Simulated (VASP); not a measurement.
MnO, 2 atoms in the cell. It takes space group Fm-3m (No. 225, cubic). Conventional cell: a = 4.448 Å, b = 4.448 Å, c = 4.448 Å, α = 90.00°, β = 90.00°, γ = 90.00°. Within 2.9 Å of Mn (site symmetry m-3m) lie 6 O at 2.22 Å. O (site symmetry m-3m) has 6 Mn at 2.22 Å within 2.9 Å. 

* Program: VASP 6.6.1
* Task: single point
* Functional: RPBE
* Potentials or basis: VASP PAW PBE potentials, release 64 (Mn_pv, O)
* Cutoff: 520 eV
* k mesh: 10 × 10 × 10
* Occupations: fermi-dirac, width 0.05 eV
* Spin: collinear spin, ferromagnetic start
* Starting moments: [4.0, 0.0] μB
* Dipole correction: no
* Further INCAR settings: ALGO = Normal; EDIFF = 1e-06; NBANDS = 20

Potentials or basis: VASP PAW PBE potentials, release 64 (Mn_pv, O).

The run is started by

```bash
$ cat potpaw_PBE.64/Mn_pv/POTCAR potpaw_PBE.64/O/POTCAR > POTCAR
$ mpirun -np 1 vasp_std > vasp.out
```

Hardware: 1 thread of Intel Xeon 6975P-C, with other jobs on the host.

Problem. How long does it take, and how much memory?

Solution. Run time: 23 s on 1 thread of Intel Xeon 6975P-C (shared host), peak memory 0.17 GiB. Counts: scf iterations 15, k points 47.
